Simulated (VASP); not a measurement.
Mo4C, 5 atoms in the cell. The cell holds a slab with vacuum, 5 atoms: a = 3.111 Å, b = 3.111 Å, c = 21.510 Å, α = 90.00°, β = 90.00°, γ = 90.00°. 

```yaml
Program: VASP 6.6.1
Task: single point
Functional: LDA
Potentials_or_basis: VASP PAW LDA potentials, release 64 (Mo_sv, C)
Cutoff: 520 eV
k_mesh: 9 × 9 × 1
Occupations: gaussian, width 0.1 eV
Spin: no spin polarisation
Dipole_correction: yes
Further_INCAR_settings: ALGO = Normal; EDIFF = 1e-07; NBANDS = 38
```

Potentials or basis: VASP PAW LDA potentials, release 64 (Mo_sv, C).

The run is started by

```sh
$ cat potpaw_LDA.64/Mo_sv/POTCAR potpaw_LDA.64/C/POTCAR > POTCAR
$ mpirun -np 1 vasp_std > vasp.out
```

Hardware: 1 thread of AMD EPYC 7R43 64-Core Processor (Zen 3), on a shared host.

Task: Estimate the wall time of this run.

Result: Run time: 9 min on 1 thread of AMD EPYC 7R43 64-Core Processor (Zen 3) (shared host), peak memory 0.28 GiB. Counts: scf iterations 34, k points 25.
